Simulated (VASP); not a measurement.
# TiH (P4_2/mmc) in VASP: a series of runs

The runs below take TiH through electric field gradients, with r2SCAN.

Program: VASP 6.6.1. These are calculated values, not measurements. Logs are shortened: lines on timing, memory, paths and dates and some standing lists are left out, and cuts for length are marked.

## (1) The cell of the first run

The structure is tetragonal, space group P4_2/mmc (No. 131). The conventional cell has a = 2.947 Å, b = 2.947 Å, c = 4.568 Å, α = 90.00°, β = 90.00°, γ = 90.00°. Within 2.5 Å of Ti (site symmetry mmm) lie 4 H at 1.86 Å. H (site symmetry -4m2) has 4 Ti at 1.86 Å and 2 H at 2.28 Å within 2.5 Å.

## (2) Electric field gradients, r2SCAN

Input file POSCAR:

```
TiH
1.0
    2.9474928546      0.0000000000      0.0000000000
    0.0000000000      2.9474928546      0.0000000000
    0.0000000000      0.0000000000      4.5681404800
Ti H
2 2
Direct
    0.5000000000      0.0000000000      0.5000000000
    0.0000000000      0.5000000000      0.0000000000
    0.0000000000      0.0000000000      0.2500000000
    0.0000000000      0.0000000000      0.7500000000
```

Input file INCAR.step1:

```
SYSTEM = TiH
  ALGO = Normal
  EDIFF = 1E-4
  ENCUT = 520
  GGA = PE
  ISMEAR = -1
  LASPH = .TRUE.
  LCHARG = .FALSE.
  LREAL = .FALSE.
  LWAVE = .TRUE.
  NBANDS = 21
  NELM = 100
  PREC = Accurate
  SIGMA = 0.08
```

Input file INCAR.step2:

```
SYSTEM = TiH
  ALGO = Normal
  EDIFF = 1E-8
  ENCUT = 520
  ISIF = 2
  ISMEAR = -1
  ISTART = 1
  LASPH = .TRUE.
  LCHARG = .FALSE.
  LEFG = .TRUE.
  LMIXTAU = .TRUE.
  LREAL = .FALSE.
  LWAVE = .FALSE.
  METAGGA = R2SCAN
  NBANDS = 21
  NELM = 100
  PREC = Accurate
  SIGMA = 0.08
```

Input file KPOINTS:

```
k-points
0
G
  12 12 8
  0 0 0
```

Potentials or basis: VASP PAW PBE potentials, release 64 (Ti_sv, H).

Started as:

```console
$ cat potpaw_PBE.64/Ti_sv/POTCAR potpaw_PBE.64/H/POTCAR > POTCAR
$ cp INCAR.step1 INCAR
$ mpirun -np 1 vasp_std > vasp.out
$ cp INCAR.step2 INCAR
$ mpirun -np 1 vasp_std > vasp.out
```

OUTCAR:

```text
SYSTEM = TiH
   EDIFF = 1E-8
   ENCUT = 520
   ISIF = 2
   ISMEAR = -1
   ISTART = 1
   LASPH = .TRUE.
   LREAL = .FALSE.
   METAGGA = R2SCAN
   NELM = 100
   PREC = Accurate

 ion  position               nearest neighbor table
   1  0.500  0.000  0.500-   3 1.86   4 1.86   3 1.86   4 1.86
   2  0.000  0.500  0.000-   3 1.86   4 1.86   3 1.86   4 1.86
   3  0.000  0.000  0.250-   1 1.86   2 1.86   2 1.86   1 1.86
   4  0.000  0.000  0.750-   1 1.86   2 1.86   2 1.86   1 1.86

  LATTYP: Found a simple tetragonal cell.
 ALAT       =     2.9474928546
 C/A-ratio  =     1.5498393738

  Lattice vectors:

 A1 = (   2.9474928546,   0.0000000000,   0.0000000000)
 A2 = (   0.0000000000,   2.9474928546,   0.0000000000)
 A3 = (   0.0000000000,   0.0000000000,   4.5681404800)

Analysis of symmetry for initial positions (statically):
=====================================================================
 Subroutine PRICEL returns:
 Original cell was already a primitive cell.

 Routine SETGRP: Setting up the symmetry group for a
 simple tetragonal supercell.

 Subroutine GETGRP returns: Found 16 space group operations
 (whereof  8 operations were pure point group operations)
 out of a pool of 16 trial point group operations.

The static configuration has the point symmetry D_2h.
 The point group associated with its full space group is D_4h.

Analysis of symmetry for dynamics (positions and initial velocities):
=====================================================================
 Subroutine PRICEL returns:
 Original cell was already a primitive cell.

 Routine SETGRP: Setting up the symmetry group for a
 simple tetragonal supercell.

 Subroutine GETGRP returns: Found 16 space group operations
 (whereof  8 operations were pure point group operations)
 out of a pool of 16 trial point group operations.

The dynamic configuration has the point symmetry D_2h.
 The point group associated with its full space group is D_4h.

 Subroutine INISYM returns: Found 16 space group operations
 (whereof  8 operations are pure point group operations),
 and found     1 'primitive' translations

----------------------------------------------------------------------------------------

                                     Primitive cell

  volume of cell :      39.6867

  direct lattice vectors                    reciprocal lattice vectors
     2.947492855  0.000000000  0.000000000     0.339271391  0.000000000  0.000000000
     0.000000000  2.947492855  0.000000000     0.000000000  0.339271391  0.000000000
     0.000000000  0.000000000  4.568140480     0.000000000  0.000000000  0.218907454

  length of vectors
     2.947492855  2.947492855  4.568140480     0.339271391  0.339271391  0.218907454

  position of ions in fractional coordinates (direct lattice)
     0.500000000  0.000000000  0.500000000
     0.000000000  0.500000000  0.000000000
     0.000000000  0.000000000  0.250000000
     0.000000000  0.000000000  0.750000000

  ion indices of the primitive-cell ions
   primitive index   ion index
                 1           1
                 2           2
                 3           3
                 4           4

----------------------------------------------------------------------------------------

 KPOINTS: k-points

Automatic generation of k-mesh.
 Grid dimensions read from file:
 generate k-points for:   12   12    8

 Generating k-lattice:

  Cartesian coordinates                     Fractional coordinates (reciprocal lattice)
     0.028272616  0.000000000  0.000000000     0.083333333  0.000000000  0.000000000
     0.000000000  0.028272616  0.000000000     0.000000000  0.083333333  0.000000000
     0.000000000  0.000000000  0.027363432     0.000000000  0.000000000  0.125000000

  Length of vectors
     0.028272616  0.028272616  0.027363432

  Shift w.r.t. Gamma in fractional coordinates (k-lattice)
     0.000000000  0.000000000  0.000000000

 Subroutine IBZKPT returns following result:
 ===========================================

 Found    140 irreducible k-points:

 Following reciprocal coordinates:
            Coordinates               Weight
  0.000000  0.000000  0.000000      1.000000
  0.083333  0.000000  0.000000      4.000000
  0.166667  0.000000  0.000000      4.000000
  0.250000  0.000000  0.000000      4.000000
  0.333333  0.000000  0.000000      4.000000
  0.416667  0.000000  0.000000      4.000000
[... 16 lines left out ...]
  0.333333  0.333333  0.000000      4.000000
  0.416667  0.333333  0.000000      8.000000
 [... further k-points ...]
   k-points           NKPTS =    140   k-points in BZ     NKDIM =    140   number of bands    NBANDS=     21
   number of dos      NEDOS =    301   number of ions     NIONS =      4
   total plane-waves  NPLWV =  20736
   dimension x,y,z NGX =    24 NGY =   24 NGZ =   36
   dimension x,y,z NGXF=    48 NGYF=   48 NGZF=   72
   ions per type =               2   2
   NGX,Y,Z   is equivalent  to a cutoff of  13.54, 13.54, 13.10 a.u.
   NGXF,Y,Z  is equivalent  to a cutoff of  27.07, 27.07, 26.20 a.u.
 SYSTEM =  TiH
   PREC   = accura    normal or accurate (medium, high low for compatibility)
   ISTART =      1    job   : 0-new  1-cont  2-samecut
   ICHARG =      0    charge: 1-file 2-atom 10-const
   ISPIN  =      1    spin polarized calculation?
   LNONCOLLINEAR =      F non collinear calculations
   LSORBIT =      F    spin-orbit coupling
   LASPH  =      T    aspherical Exc in radial PAW
   ENCUT  =  520.0 eV  38.22 Ry    6.18 a.u.   5.48  5.48  8.49*2*pi/ulx,y,z
   NELM   =    100;   NELMIN=  2; NELMDL=  0     # of ELM steps
   EDIFF  = 0.1E-07   stopping-criterion for ELM
   LREAL  =      F    real-space projection
   EDIFFG = 0.1E-06   stopping-criterion for IOM
   NSW    =      0    number of steps for IOM
   IBRION =     -1    ionic relax: 0-MD 1-quasi-New 2-CG
   NFREE  =      0    steps in history (QN), initial steepest desc. (CG)
   ISIF   =      2    stress and relaxation
   ISYM   =      2    0-nonsym 1-usesym 2-fastsym
   POTIM  = 0.5000    time-step for ionic-motion
   TEBEG  =    0.0;   TEEND  =   0.0 temperature during run
   PSTRESS=    0.0 pullay stress
   NELECT =      26.0000    total number of electrons
   NUPDOWN=      -1.0000    fix difference up-down
   EMIN   =  10.00;   EMAX   =-10.00  energy-range for DOS
   EFERMI =   0.00;   METHOD = LEGACY
   ISMEAR =    -1;   SIGMA  =   0.08  broadening in eV -4-tet -1-fermi 0-gaus
   EFERMI_NEDOS =   21; number of points for ismear=-14 and -15
   IALGO  =     38    algorithm
   IMIX   =      4    mixing-type and parameters
     AMIX     =   0.40;   BMIX     =  1.00
     AMIX_MAG =   1.60;   BMIX_MAG =  1.00
  volume/ion in A,a.u.               =       9.92        66.95
  Fermi-wavevector in a.u.,A,eV,Ry     =   1.421841  2.686889 27.505961  2.021631
  Thomas-Fermi vector in A             =   2.542608
   LORBIT       =      0    0 simple, 1 ext, 2 COOP (PROOUT), +10 PAW based schemes
   METAGGA = R2SCAN    functional components
   LHFCALC =     F    Hartree Fock is set to
   AEXX    =    0.0000 exact exchange contribution
   IVDW    =     0    specifies the selected vdW correction
   LEPSILON=     F    determine dielectric tensor
   LRPA    =     F    only Hartree local field effects (RPA)
 non-spin polarized calculation
  energy-cutoff  :      520.00
  volume of cell :       39.69
 maximum number of plane-waves:      1089
 NGX is ok and might be reduce to    24
   NGX = 11   NGY = 11   NGZ = 17

 number of electron      25.9999998 magnetization

 Free energy of the ion-electron system (eV)
  ---------------------------------------------------
  ext. energy  EPLUGINS =         0.00000000
  ---------------------------------------------------
  free energy    TOTEN  =       -34.52385790 eV

  energy without entropy =      -34.48268484  energy(sigma->0) =      -34.50327137

 E-fermi :   7.6410     XC(G=0): -12.3151

 val. band max:        7.6358915196   @ k =   0.0000   0.0000   0.1250
 cond. band min:       7.6444530887   @ k =   0.1667   0.0833   0.5000
 fundamental gap:      0.0085615691
 Fermi energy:         7.6410038718

 k-point     1 :       0.0000    0.0000    0.0000
  band No.  band energies     occupation
      1     -51.7091      2.00000
      2     -51.6220      2.00000
      3     -27.1169      2.00000
      4     -26.7841      2.00000
      5     -26.7841      2.00000
      6     -26.6573      2.00000
[... 13 lines left out ...]
     20      10.8947      0.00000
     21      15.6645      0.00000

 k-point     2 :       0.0833    0.0000    0.0000
  band No.  band energies     occupation
      1     -51.7051      2.00000
      2     -51.6210      2.00000
      3     -27.1062      2.00000
      4     -26.8077      2.00000
      5     -26.7807      2.00000
      6     -26.6620      2.00000
[... 13 lines left out ...]
     20      10.9962      0.00000
     21      15.6394      0.00000

 k-point     3 :       0.1667    0.0000    0.0000
  band No.  band energies     occupation
      1     -51.6939      2.00000
      2     -51.6184      2.00000
      3     -27.0751      2.00000
      4     -26.8720      2.00000
      5     -26.7711      2.00000
      6     -26.7133      2.00000
[... 13 lines left out ...]
     20      11.3600      0.00000
     21      15.3704      0.00000
[... 457 lines left out ...]
 k-point    23 :       0.3333    0.3333    0.0000
  band No.  band energies     occupation
      1     -51.6204      2.00000
      2     -51.5984      2.00000
      3     -27.1187      2.00000
      4     -26.9396      2.00000
      5     -26.9072      2.00000
      6     -26.8757      2.00000
[... 13 lines left out ...]
     20      12.6623      0.00000
     21      14.1391      0.00000

 k-point    24 :       0.4167    0.3333    0.0000
  band No.  band energies     occupation
      1     -51.6083      2.00000
      2     -51.5969      2.00000
      3     -27.1648      2.00000
      4     -26.9786      2.00000
      5     -26.9171      2.00000
      6     -26.8393      2.00000
[... 13 lines left out ...]
     20      12.0984      0.00000
     21      14.8613      0.00000

 [... further k-points ...]
[... 5 lines left out ...]
  --------------------------------------------------------------------------------------
  -------------------------------------------------------------------------------------
  Total        0.0447607      0.0447607     -0.0210715      0.0000000      0.0000000      0.0000000
  in kB        1.8070160      1.8070160     -0.8506713      0.0000000      0.0000000      0.0000000
  external PRESSURE =       0.9211202 kB  Pullay stress =       0.0000000 kB

 VOLUME and BASIS-vectors are now :
 -----------------------------------------------------------------------------
  energy-cutoff  :      520.00
  volume of cell :       39.69
      direct lattice vectors                 reciprocal lattice vectors
     2.947492855  0.000000000  0.000000000     0.339271391  0.000000000  0.000000000
     0.000000000  2.947492855  0.000000000     0.000000000  0.339271391  0.000000000
     0.000000000  0.000000000  4.568140480     0.000000000  0.000000000  0.218907454

 POSITION                                       TOTAL-FORCE (eV/Angst)
 -----------------------------------------------------------------------------------
      1.47375      0.00000      2.28407         0.000000      0.000000     -0.000000
      0.00000      1.47375      0.00000         0.000000      0.000000     -0.000000
      0.00000      0.00000      1.14204         0.000000      0.000000      0.000000
      0.00000      0.00000      3.42611        -0.000000      0.000000     -0.000000
 -----------------------------------------------------------------------------------
    total drift:                                0.000000      0.000000     -0.000000

  FREE ENERGIE OF THE ION-ELECTRON SYSTEM (eV)
  ---------------------------------------------------
  free  energy   TOTEN  =       -34.5238579029 eV

  energy  without entropy=      -34.4826848435  energy(sigma->0) =      -34.50327137

 Electric field gradients (V/A^2)
---------------------------------------------------------------------
 ion       V_xx      V_yy      V_zz      V_xy      V_xz      V_yz
---------------------------------------------------------------------
   1     -17.459    31.622   -14.162     0.000    -0.000     0.000
   2      31.622   -17.459   -14.162     0.000    -0.000     0.000
   3      -0.655    -0.655     1.311    -0.000     0.000     0.000
   4      -0.655    -0.655     1.311    -0.000    -0.000     0.000
---------------------------------------------------------------------

 Electric field gradients after diagonalization (V/A^2)
 (convention: |V_zz| > |V_xx| > |V_yy|)
----------------------------------------------------------------------
 ion       V_xx      V_yy      V_zz     asymmetry (V_yy - V_xx)/ V_zz
----------------------------------------------------------------------
   1     -17.459   -14.162    31.622       0.104
   2     -17.459   -14.162    31.622       0.104
   3      -0.655    -0.655     1.311       0.000
   4      -0.655    -0.655     1.311       0.000
----------------------------------------------------------------------

           NMR quadrupolar parameters

 Cq : quadrupolar parameter    Cq=e*Q*V_zz/h
 eta: asymmetry parameters     (V_yy - V_xx)/ V_zz
 Q  : nuclear electric quadrupole moment in mb (millibarn)
----------------------------------------------------------------------
 ion       Cq(MHz)       eta       Q (mb)
----------------------------------------------------------------------
   1       0.076       0.104       1.000
   2       0.076       0.104       1.000
   3       0.003       0.000       1.000
   4       0.003       0.000       1.000
----------------------------------------------------------------------
```

It took 4.3 min on 1 thread of Intel Xeon Platinum 8488C (Sapphire Rapids), shared host; peak memory 0.23 GiB.

Results:

- Free energy: -34.5239 eV
- Pressure: 0.1 GPa
- Band gap on the k mesh: zero (bands 13 and 14 overlap by 0.85 eV)
- Largest electric field gradient by atom: Ti +31.6; H +1.3 V/Å²

Electric field gradients, principal values (V/Å²):
```csv
atom,least,middle,greatest (by size)
1 Ti,-14.162,-17.459,31.622
2 Ti,-14.162,-17.459,31.622
3 H,-0.655,-0.655,1.311
4 H,-0.655,-0.655,1.311
```

Caveat: without QUAD_EFG the Cq values of the log hold for a quadrupole moment of 1 mb, not for the nuclei; the PAW data sets were made with another functional, which shifts forces and pressure a little.

## (3) Electric field gradients, r2SCAN

POSCAR is that of step 2.

Input file INCAR.step1:

```
PREC = Accurate
ENCUT = 520
ISMEAR = -1
SIGMA = 0.08
LREAL = False
LASPH = True
NELM = 80
NBANDS = 21
GGA = PE
ALGO = Normal
EDIFF = 1E-4
LWAVE = True
LCHARG = False
```

Input file INCAR.step2:

```
PREC = Accurate
ENCUT = 520
EDIFF = 1E-8
ISMEAR = -1
SIGMA = 0.08
LREAL = False
LASPH = True
NELM = 80
ALGO = Normal
ISIF = 2
LWAVE = False
LCHARG = False
METAGGA = R2SCAN
LMIXTAU = True
LEFG = True
NBANDS = 21
ISTART = 1
```

Input file KPOINTS:

```
Automatic mesh
0
Gamma
  12 12 8
  0.5 0.5 0.5
```

Potentials or basis: VASP PAW PBE potentials, release 64 (Ti_sv, H).

Started as:

```console
$ cat potpaw_PBE.64/Ti_sv/POTCAR potpaw_PBE.64/H/POTCAR > POTCAR
$ cp INCAR.step1 INCAR
$ mpirun -np 1 vasp_std > vasp.out
$ cp INCAR.step2 INCAR
$ mpirun -np 1 vasp_std > vasp.out
```

OUTCAR:

```text
PREC = Accurate
   ENCUT = 520
   EDIFF = 1E-8
   ISMEAR = -1
   LREAL = False
   LASPH = True
   NELM = 80
   ISIF = 2
   METAGGA = R2SCAN
   ISTART = 1

 ion  position               nearest neighbor table
   1  0.500  0.000  0.500-   3 1.86   4 1.86   3 1.86   4 1.86
   2  0.000  0.500  0.000-   3 1.86   4 1.86   3 1.86   4 1.86
   3  0.000  0.000  0.250-   1 1.86   2 1.86   2 1.86   1 1.86
   4  0.000  0.000  0.750-   1 1.86   2 1.86   2 1.86   1 1.86

  LATTYP: Found a simple tetragonal cell.
 ALAT       =     2.9474928546
 C/A-ratio  =     1.5498393738

  Lattice vectors:

[... 805 lines left out ...]
 ion       V_xx      V_yy      V_zz      V_xy      V_xz      V_yz
---------------------------------------------------------------------
   1     -17.164    31.194   -14.030    -0.000    -0.000    -0.000
   2      31.194   -17.164   -14.030     0.000    -0.000     0.000
   3      -0.649    -0.649     1.297     0.000     0.000    -0.000
   4      -0.649    -0.649     1.297     0.000     0.000     0.000
---------------------------------------------------------------------

 Electric field gradients after diagonalization (V/A^2)
 (convention: |V_zz| > |V_xx| > |V_yy|)
----------------------------------------------------------------------
 ion       V_xx      V_yy      V_zz     asymmetry (V_yy - V_xx)/ V_zz
----------------------------------------------------------------------
   1     -17.164   -14.030    31.194       0.100
   2     -17.164   -14.030    31.194       0.100
   3      -0.649    -0.649     1.297       0.000
   4      -0.649    -0.649     1.297       0.000
----------------------------------------------------------------------

           NMR quadrupolar parameters

 Cq : quadrupolar parameter    Cq=e*Q*V_zz/h
 eta: asymmetry parameters     (V_yy - V_xx)/ V_zz
 Q  : nuclear electric quadrupole moment in mb (millibarn)
----------------------------------------------------------------------
 ion       Cq(MHz)       eta       Q (mb)
----------------------------------------------------------------------
   1       0.075       0.100       1.000
   2       0.075       0.100       1.000
   3       0.003       0.000       1.000
   4       0.003       0.000       1.000
----------------------------------------------------------------------
```

OUTCAR.step1:

```text
PREC = Accurate
   ENCUT = 520
   ISMEAR = -1
   LREAL = False
   LASPH = True
   NELM = 80
[... 806 lines left out ...]
      0.00000      1.47375      0.00000        -0.000000      0.000000      0.000000
      0.00000      0.00000      1.14204         0.000000      0.000000      0.000000
      0.00000      0.00000      3.42611         0.000000     -0.000000     -0.000000
 -----------------------------------------------------------------------------------
    total drift:                                0.000000      0.000000     -0.000000

  FREE ENERGIE OF THE ION-ELECTRON SYSTEM (eV)
  ---------------------------------------------------
  free  energy   TOTEN  =       -23.9390481358 eV

  energy  without entropy=      -23.8900478993  energy(sigma->0) =      -23.91454802
```

It took 2.5 min on 1 thread of Intel Xeon Platinum 8488C (Sapphire Rapids), shared host; peak memory 0.19 GiB.

What came out:

- Free energy: -34.5256 eV
- Pressure: 0.1 GPa
- Band gap on the k mesh: zero (bands 13 and 14 overlap by 0.53 eV)
- Largest electric field gradient by atom: Ti +31.2; H +1.3 V/Å²

Levels at points of the mesh, in eV from the Fermi level:
```csv
k point,band 11,band 12,band 13,band 14,band 15,band 16
"(0.04, 0.04, 0.06)",-2.63,-2.53,0.08,0.68,0.73,1.73
```

Electric field gradients, principal values (V/Å²):
```
atom    least   middle  greatest (by size)
1 Ti  -14.030  -17.164              31.194
2 Ti  -14.030  -17.164              31.194
 3 H   -0.649   -0.649               1.297
 4 H   -0.649   -0.649               1.297
```

Caveat: without QUAD_EFG the Cq values of the log hold for a quadrupole moment of 1 mb, not for the nuclei; the PAW data sets were made with another functional, which shifts forces and pressure a little.

The gap in the log of VASP goes by the Fermi energy; the results here count the filled bands.